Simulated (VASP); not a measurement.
# CaO (R-3m) in VASP: a series of runs, part 2 of 3

VASP 6.6.1.

## 3. Single point, PBE

This run uses another cell than the first one, of the same volume but with other edges.

INCAR

```
PREC = Accurate
ENCUT = 520
EDIFF = 1E-6
ISMEAR = 0
SIGMA = 0.05
LREAL = False
LASPH = True
NELM = 100
ALGO = Normal
ISIF = 2
LWAVE = False
LCHARG = False
GGA = PE
NBANDS = 15
```

KPOINTS

```
Automatic mesh
0
Gamma
  10 10 10
```

POSCAR

```
CaO
1.0
    0.9575892433      3.0095661933      3.0095661933
    3.0095661933      0.9575892433      3.0095661933
    3.0095661933      3.0095661933      0.9575892433
Ca O
1 1
Direct
    0.0000000000      0.0000000000      0.0000000000
    0.5000000000      0.5000000000      0.5000000000
```

Potentials or basis: VASP PAW PBE potentials, release 64 (Ca_sv, O).

Started as:

```bash
cat potpaw_PBE.64/Ca_sv/POTCAR potpaw_PBE.64/O/POTCAR > POTCAR
mpirun -np 1 vasp_std > vasp.out
```

OUTCAR:

```text
PREC = Accurate
   ENCUT = 520
   EDIFF = 1E-6
   ISMEAR = 0
   LREAL = False
   LASPH = True
   NELM = 100
   ISIF = 2
   GGA = PE

 ion  position               nearest neighbor table
   1  0.000  0.000  0.000-
   2  0.500  0.500  0.500-

  LATTYP: Found a trigonal (rhomboedric) cell.
 ALAT       =     4.3625628365
 COS(alpha) =     0.7787610619

  Lattice vectors:

 A1 = (   0.9575892433,   3.0095661933,   3.0095661933)
 A2 = (   3.0095661933,   0.9575892433,   3.0095661933)
 A3 = (   3.0095661933,   3.0095661933,   0.9575892433)

Analysis of symmetry for initial positions (statically):
=====================================================================
 Subroutine PRICEL returns:
 Original cell was already a primitive cell.

 Routine SETGRP: Setting up the symmetry group for a
 trigonal (rhombohedral) supercell.

 Subroutine GETGRP returns: Found 12 space group operations
 (whereof 12 operations were pure point group operations)
 out of a pool of 12 trial point group operations.

The static configuration has the point symmetry D_3d.

Analysis of symmetry for dynamics (positions and initial velocities):
=====================================================================
 Subroutine PRICEL returns:
 Original cell was already a primitive cell.

 Routine SETGRP: Setting up the symmetry group for a
 trigonal (rhombohedral) supercell.

 Subroutine GETGRP returns: Found 12 space group operations
 (whereof 12 operations were pure point group operations)
 out of a pool of 12 trial point group operations.

The dynamic configuration has the point symmetry D_3d.

 Subroutine INISYM returns: Found 12 space group operations
 (whereof 12 operations are pure point group operations),
 and found     1 'primitive' translations

----------------------------------------------------------------------------------------

                                     Primitive cell

  volume of cell :      29.3762

  direct lattice vectors                    reciprocal lattice vectors
[... 117 lines left out ...]
   LRPA    =     F    only Hartree local field effects (RPA)
 non-spin polarized calculation
 Gauss-broadening in eV      SIGMA  =   0.05
  energy-cutoff  :      520.00
  volume of cell :       29.38
 maximum number of plane-waves:       813
   NGX = 17   NGY = 17   NGZ = 17

 number of electron      15.9999998 magnetization

 Free energy of the ion-electron system (eV)
  ---------------------------------------------------
  ext. energy  EPLUGINS =         0.00000000
  ---------------------------------------------------
  free energy    TOTEN  =        -8.99700476 eV

  energy without entropy =       -8.99552831  energy(sigma->0) =       -8.99626654

 E-fermi :   3.8876     XC(G=0): -10.3755

 val. band max:        3.8861677667   @ k =   0.5000   0.5000   0.1000
 cond. band min:       3.9102275765   @ k =   0.3000   0.3000   0.3000
 fundamental gap:      0.0240598098
 Fermi energy:         3.8875902209

 k-point     1 :       0.0000    0.0000    0.0000
  band No.  band energies     occupation
      1     -37.5214      2.00000
      2     -18.0678      2.00000
      3     -17.8792      2.00000
      4     -17.8792      2.00000
      5     -12.7193      2.00000
      6       1.3849      2.00000
      7       2.8721      2.00000
      8       4.1209      0.00000
      9       4.1209      0.00000
     10       6.9944      0.00000
     11       6.9944      0.00000
     12       8.6717      0.00000
     13      10.0326      0.00000
     14      10.0326      0.00000
[... 401 lines left out ...]
      2     -19.1268      2.00000
      3     -18.2413      2.00000
      4     -17.8622      2.00000
      5     -12.0362      2.00000
      6       1.1381      2.00000
      7       1.7147      2.00000
      8       3.3080      2.00000
      9       4.3379      0.00000
     10       7.1849      0.00000
     11       8.3099      0.00000
     12       9.4093      0.00000
     13      10.1045      0.00000
     14      11.3681      0.00000
     15      17.2628      0.00000

 [... further k-points ...]

------------------------ aborting loop because EDIFF is reached ----------------------------------------

  FORCE on cell =-STRESS in cart. coord.  units (eV):
  Direction    XX          YY          ZZ          XY          YZ          ZX
  --------------------------------------------------------------------------------------
  -------------------------------------------------------------------------------------
  Total       -0.5053900     -0.5053900     -0.5053900     -7.1970952     -7.1970952     -7.1970952
  in kB      -27.5639122    -27.5639122    -27.5639122   -392.5287576   -392.5287576   -392.5287576
  external PRESSURE =     -27.5639122 kB  Pullay stress =       0.0000000 kB

 VOLUME and BASIS-vectors are now :
 -----------------------------------------------------------------------------
  energy-cutoff  :      520.00
  volume of cell :       29.38
      direct lattice vectors                 reciprocal lattice vectors
     0.957589243  3.009566193  3.009566193    -0.277112007  0.210222902  0.210222902
     3.009566193  0.957589243  3.009566193     0.210222902 -0.277112007  0.210222902
     3.009566193  3.009566193  0.957589243     0.210222902  0.210222902 -0.277112007

 POSITION                                       TOTAL-FORCE (eV/Angst)
 -----------------------------------------------------------------------------------
      0.00000      0.00000      0.00000        -0.000000      0.000000      0.000000
      3.48836      3.48836      3.48836         0.000000     -0.000000     -0.000000
 -----------------------------------------------------------------------------------
    total drift:                                0.000000     -0.000000     -0.000000

  FREE ENERGIE OF THE ION-ELECTRON SYSTEM (eV)
  ---------------------------------------------------
  free  energy   TOTEN  =        -8.9970047620 eV

  energy  without entropy=       -8.9955283143  energy(sigma->0) =       -8.99626654
```

OSZICAR:

```text
N       E                     dE             d eps       ncg     rms          rms(c)
DAV:   1     0.124143896592E+03    0.12414E+03   -0.83177E+03  3480   0.108E+03
DAV:   2    -0.599864928530E+01   -0.13014E+03   -0.12027E+03  4453   0.286E+02
DAV:   3    -0.108799349293E+02   -0.48813E+01   -0.48393E+01  3959   0.569E+01
DAV:   4    -0.110219961998E+02   -0.14206E+00   -0.14194E+00  5016   0.842E+00
DAV:   5    -0.110234080454E+02   -0.14118E-02   -0.14118E-02  4015   0.760E-01    0.884E+00
DAV:   6    -0.964841514442E+01    0.13750E+01   -0.54526E+00  4334   0.200E+01    0.790E+00
DAV:   7    -0.925885219064E+01    0.38956E+00   -0.16216E+00  4338   0.118E+01    0.322E+00
DAV:   8    -0.909508944810E+01    0.16376E+00   -0.10483E-01  4138   0.327E+00    0.210E+00
DAV:   9    -0.900409434643E+01    0.90995E-01   -0.70035E-02  5654   0.280E+00    0.855E-01
DAV:  10    -0.899669383244E+01    0.74005E-02   -0.14839E-02  3858   0.121E+00    0.177E-01
DAV:  11    -0.899763486178E+01   -0.94103E-03   -0.10979E-03  4583   0.329E-01    0.187E-01
DAV:  12    -0.899702087093E+01    0.61399E-03   -0.44132E-04  4443   0.222E-01    0.393E-02
DAV:  13    -0.899701323804E+01    0.76329E-05   -0.35597E-05  3914   0.534E-02    0.284E-02
DAV:  14    -0.899700508393E+01    0.81541E-05   -0.24335E-05  4145   0.347E-02    0.495E-03
DAV:  15    -0.899700476205E+01    0.32188E-06   -0.81357E-07  2193   0.751E-03
   1 F= -.89970048E+01 E0= -.89962665E+01  d E =-.147645E-02
```

It took 24 s on 1 thread of Intel Xeon 6975P-C (Granite Rapids), shared host; peak memory 0.2 GiB.

Results:

* Free energy: -8.9970 eV
* Pressure: -2.8 GPa
* Band gap on the k mesh: zero (band 8 reaches 4.12 eV, above the bottom of band 9 at 3.55 eV)

Stress tensor (GPa, compression positive):
```
 -2.76 -39.25 -39.25
-39.25  -2.76 -39.25
-39.25 -39.25  -2.76
```

Levels at points of the mesh, in eV from the Fermi level:
| k point | band 6 | band 7 | band 8 | band 9 | band 10 | band 11 |
| --- | --- | --- | --- | --- | --- | --- |
| (0.00, 0.00, 0.00) | -2.50 | -1.02 | 0.23 | 0.23 | 3.11 | 3.11 |
| (0.50, 0.00, 0.00) | -3.56 | -3.38 | -0.69 | 0.64 | 5.21 | 5.90 |
| (0.50, 0.50, 0.00) | -2.76 | -2.03 | -0.34 | -0.33 | 2.66 | 5.41 |
| (0.50, 0.50, 0.50) | -4.42 | -0.08 | -0.08 | 0.90 | 3.48 | 3.48 |

## 4. Single point, PBE

This run uses another cell than the first one, of the same volume but with other edges.

INCAR

```
ALGO = Normal
EDIFF = 1E-6
ENCUT = 520
GGA = PE
ISIF = 2
ISMEAR = 0
LASPH = True
LCHARG = True
LELF = True
LREAL = False
LVHAR = True
LWAVE = False
NBANDS = 15
NELM = 60
PREC = Accurate
SIGMA = 0.05
```

KPOINTS

```
k-points
0
Gamma
  10 10 10
```

POSCAR

```
CaO
1.0
   -0.1170849972      2.3918792286      2.3918792286
    2.3918792286     -0.1170849972      2.3918792286
    2.3918792286      2.3918792286     -0.1170849972
Ca O
1 1
Direct
    0.0000000000      0.0000000000      0.0000000000
    0.5000000000      0.5000000000      0.5000000000
```

Potentials or basis: VASP PAW PBE potentials, release 64 (Ca_sv, O).

Started as:

```bash
cat potpaw_PBE.64/Ca_sv/POTCAR potpaw_PBE.64/O/POTCAR > POTCAR
mpirun -np 1 vasp_std > vasp.out
```

OUTCAR:

```text
EDIFF = 1E-6
   ENCUT = 520
   GGA = PE
   ISIF = 2
   ISMEAR = 0
   LASPH = True
   LREAL = False
   NELM = 60
   PREC = Accurate

 ion  position               nearest neighbor table
   1  0.000  0.000  0.000-   2 2.45   2 2.45   2 2.45   2 2.45   2 2.45   2 2.45
   2  0.500  0.500  0.500-   1 2.45   1 2.45   1 2.45   1 2.45   1 2.45   1 2.45

  LATTYP: Found a trigonal (rhomboedric) cell.
 ALAT       =     3.3846538058
 COS(alpha) =     0.4505091948

  Lattice vectors:

 A1 = (  -0.1170849972,   2.3918792286,   2.3918792286)
 A2 = (   2.3918792286,  -0.1170849972,   2.3918792286)
 A3 = (   2.3918792286,   2.3918792286,  -0.1170849972)

Analysis of symmetry for initial positions (statically):
=====================================================================
 Subroutine PRICEL returns:
 Original cell was already a primitive cell.

 Routine SETGRP: Setting up the symmetry group for a
 trigonal (rhombohedral) supercell.

 Subroutine GETGRP returns: Found 12 space group operations
 (whereof 12 operations were pure point group operations)
 out of a pool of 12 trial point group operations.

The static configuration has the point symmetry D_3d.

Analysis of symmetry for dynamics (positions and initial velocities):
=====================================================================
 Subroutine PRICEL returns:
 Original cell was already a primitive cell.

 Routine SETGRP: Setting up the symmetry group for a
 trigonal (rhombohedral) supercell.

 Subroutine GETGRP returns: Found 12 space group operations
 (whereof 12 operations were pure point group operations)
 out of a pool of 12 trial point group operations.

The dynamic configuration has the point symmetry D_3d.

 Subroutine INISYM returns: Found 12 space group operations
 (whereof 12 operations are pure point group operations),
 and found     1 'primitive' translations

----------------------------------------------------------------------------------------

                                     Primitive cell

  volume of cell :      29.3762

  direct lattice vectors                    reciprocal lattice vectors
    -0.117084997  2.391879229  2.391879229    -0.194285431  0.204285417  0.204285417
     2.391879229 -0.117084997  2.391879229     0.204285417 -0.194285431  0.204285417
     2.391879229  2.391879229 -0.117084997     0.204285417  0.204285417 -0.194285431

  length of vectors
     3.384653806  3.384653806  3.384653806     0.348154983  0.348154983  0.348154983

  position of ions in fractional coordinates (direct lattice)
     0.000000000  0.000000000  0.000000000
     0.500000000  0.500000000  0.500000000

  ion indices of the primitive-cell ions
   primitive index   ion index
                 1           1
                 2           2

----------------------------------------------------------------------------------------

 KPOINTS: k-points

Automatic generation of k-mesh.
 Grid dimensions read from file:
 generate k-points for:   10   10   10

 Generating k-lattice:

  Cartesian coordinates                     Fractional coordinates (reciprocal lattice)
    -0.019428543  0.020428542  0.020428542     0.100000000  0.000000000  0.000000000
     0.020428542 -0.019428543  0.020428542     0.000000000  0.100000000  0.000000000
[... 41 lines left out ...]
   number of dos      NEDOS =    301   number of ions     NIONS =      2
   total plane-waves  NPLWV =  21952
   dimension x,y,z NGX =    28 NGY =   28 NGZ =   28
   dimension x,y,z NGXF=    56 NGYF=   56 NGZF=   56
   ions per type =               1   1
   NGX,Y,Z   is equivalent  to a cutoff of  13.75, 13.75, 13.75 a.u.
   NGXF,Y,Z  is equivalent  to a cutoff of  27.51, 27.51, 27.51 a.u.
 SYSTEM =  unknown system
   PREC   = accura    normal or accurate (medium, high low for compatibility)
   ISTART =      0    job   : 0-new  1-cont  2-samecut
   ICHARG =      2    charge: 1-file 2-atom 10-const
   ISPIN  =      1    spin polarized calculation?
   LNONCOLLINEAR =      F non collinear calculations
   LSORBIT =      F    spin-orbit coupling
   LASPH  =      T    aspherical Exc in radial PAW
   ENCUT  =  520.0 eV  38.22 Ry    6.18 a.u.   6.29  6.29  6.29*2*pi/ulx,y,z
   NELM   =     60;   NELMIN=  2; NELMDL= -5     # of ELM steps
   EDIFF  = 0.1E-05   stopping-criterion for ELM
   LREAL  =      F    real-space projection
   EDIFFG = 0.1E-04   stopping-criterion for IOM
   NSW    =      0    number of steps for IOM
   IBRION =     -1    ionic relax: 0-MD 1-quasi-New 2-CG
   NFREE  =      0    steps in history (QN), initial steepest desc. (CG)
   ISIF   =      2    stress and relaxation
   ISYM   =      2    0-nonsym 1-usesym 2-fastsym
   POTIM  = 0.5000    time-step for ionic-motion
   TEBEG  =    0.0;   TEEND  =   0.0 temperature during run
   PSTRESS=    0.0 pullay stress
   NELECT =      16.0000    total number of electrons
   NUPDOWN=      -1.0000    fix difference up-down
   EMIN   =  10.00;   EMAX   =-10.00  energy-range for DOS
   EFERMI =   0.00;   METHOD = LEGACY
   ISMEAR =     0;   SIGMA  =   0.05  broadening in eV -4-tet -1-fermi 0-gaus
   EFERMI_NEDOS =   21; number of points for ismear=-14 and -15
   IALGO  =     38    algorithm
   IMIX   =      4    mixing-type and parameters
     AMIX     =   0.40;   BMIX     =  1.00
     AMIX_MAG =   1.60;   BMIX_MAG =  1.00
  volume/ion in A,a.u.               =      14.69        99.12
  Fermi-wavevector in a.u.,A,eV,Ry     =   1.336953  2.526474 24.319632  1.787443
  Thomas-Fermi vector in A             =   2.465539
   LORBIT       =      0    0 simple, 1 ext, 2 COOP (PROOUT), +10 PAW based schemes
   GGA     = PE    functional components
   LHFCALC =     F    Hartree Fock is set to
   AEXX    =    0.0000 exact exchange contribution
   IVDW    =     0    specifies the selected vdW correction
   LEPSILON=     F    determine dielectric tensor
   LRPA    =     F    only Hartree local field effects (RPA)
 non-spin polarized calculation
 Gauss-broadening in eV      SIGMA  =   0.05
  energy-cutoff  :      520.00
  volume of cell :       29.38
 maximum number of plane-waves:       808
 NGX is ok and might be reduce to    28

 number of electron      16.0000000 magnetization

 Free energy of the ion-electron system (eV)
  ---------------------------------------------------
  ext. energy  EPLUGINS =         0.00000000
  ---------------------------------------------------
  free energy    TOTEN  =       -12.75123001 eV

  energy without entropy =      -12.75123001  energy(sigma->0) =      -12.75123001

 E-fermi :   2.5195     XC(G=0): -10.2061

 val. band max:        2.2086318601   @ k =   0.0000   0.0000   0.0000
 cond. band min:       5.6726382206   @ k =   0.5000   0.5000   0.0000
 fundamental gap:      3.4640063606
 Fermi energy:         2.5194803341

 k-point     1 :       0.0000    0.0000    0.0000
  band No.  band energies     occupation
      1     -35.8661      2.00000
      2     -16.6672      2.00000
      3     -16.6592      2.00000
      4     -16.6592      2.00000
      5     -13.3697      2.00000
      6       1.9915      2.00000
      7       1.9915      2.00000
      8       2.2086      2.00000
      9       6.2632      0.00000
     10       7.8455      0.00000
     11       7.8455      0.00000
     12       8.6348      0.00000
     13       9.5599      0.00000
     14       9.5599      0.00000
[... 401 lines left out ...]
      2     -17.1861      2.00000
      3     -16.8364      2.00000
      4     -16.7809      2.00000
      5     -12.9252      2.00000
      6       0.4169      2.00000
      7       1.4302      2.00000
      8       1.7334      2.00000
      9       6.2793      0.00000
     10       9.2377      0.00000
     11      10.3948      0.00000
     12      10.4794      0.00000
     13      10.7608      0.00000
     14      12.2957      0.00000
     15      16.7694      0.00000

 [... further k-points ...]

------------------------ aborting loop because EDIFF is reached ----------------------------------------

  FORCE on cell =-STRESS in cart. coord.  units (eV):
  Direction    XX          YY          ZZ          XY          YZ          ZX
  --------------------------------------------------------------------------------------
  -------------------------------------------------------------------------------------
  Total       -0.6811052     -0.6811052     -0.6811052      0.5738133      0.5738133      0.5738133
  in kB      -37.1474020    -37.1474020    -37.1474020     31.2957112     31.2957112     31.2957112
  external PRESSURE =     -37.1474020 kB  Pullay stress =       0.0000000 kB

 VOLUME and BASIS-vectors are now :
 -----------------------------------------------------------------------------
  energy-cutoff  :      520.00
  volume of cell :       29.38
      direct lattice vectors                 reciprocal lattice vectors
    -0.117084997  2.391879229  2.391879229    -0.194285431  0.204285417  0.204285417
     2.391879229 -0.117084997  2.391879229     0.204285417 -0.194285431  0.204285417
     2.391879229  2.391879229 -0.117084997     0.204285417  0.204285417 -0.194285431

 POSITION                                       TOTAL-FORCE (eV/Angst)
 -----------------------------------------------------------------------------------
      0.00000      0.00000      0.00000         0.000000     -0.000000      0.000000
      2.33334      2.33334      2.33334        -0.000000      0.000000     -0.000000
 -----------------------------------------------------------------------------------
    total drift:                                0.000000      0.000000      0.000000

  FREE ENERGIE OF THE ION-ELECTRON SYSTEM (eV)
  ---------------------------------------------------
  free  energy   TOTEN  =       -12.7512300060 eV

  energy  without entropy=      -12.7512300060  energy(sigma->0) =      -12.75123001
```

OSZICAR:

```text
N       E                     dE             d eps       ncg     rms          rms(c)
DAV:   1     0.123273301837E+03    0.12327E+03   -0.83127E+03  3480   0.108E+03
DAV:   2    -0.897459807004E+01   -0.13225E+03   -0.12327E+03  4377   0.286E+02
DAV:   3    -0.143146982120E+02   -0.53401E+01   -0.53013E+01  4209   0.594E+01
DAV:   4    -0.144638255761E+02   -0.14913E+00   -0.14906E+00  5015   0.891E+00
DAV:   5    -0.144647896435E+02   -0.96407E-03   -0.96406E-03  4135   0.691E-01    0.857E+00
DAV:   6    -0.128424071024E+02    0.16224E+01   -0.53638E+00  3922   0.219E+01    0.377E+00
DAV:   7    -0.127550254300E+02    0.87382E-01   -0.43923E-01  3767   0.662E+00    0.182E+00
DAV:   8    -0.127517536215E+02    0.32718E-02   -0.80222E-02  4530   0.304E+00    0.408E-01
DAV:   9    -0.127505326025E+02    0.12210E-02   -0.45690E-03  3629   0.547E-01    0.115E-01
DAV:  10    -0.127512595440E+02   -0.72694E-03   -0.80940E-04  4418   0.260E-01    0.538E-02
DAV:  11    -0.127512291311E+02    0.30413E-04   -0.51126E-05  4352   0.888E-02    0.582E-03
DAV:  12    -0.127512300060E+02   -0.87495E-06   -0.93454E-06  3879   0.269E-02
   1 F= -.12751230E+02 E0= -.12751230E+02  d E =-.461961E-21
```

Wall time 20 s (1 thread of Intel Xeon 6975P-C (Granite Rapids), shared host); peak memory 0.19 GiB.

What came out:

```yaml
Free_energy: -12.7512 eV
Pressure: -3.7 GPa
Band_gap_on_the_k_mesh: 3.46 eV, indirect (least direct gap 3.88 eV)
```

 A k mesh can miss the band edges.

(Continued in part 3 of 3.)
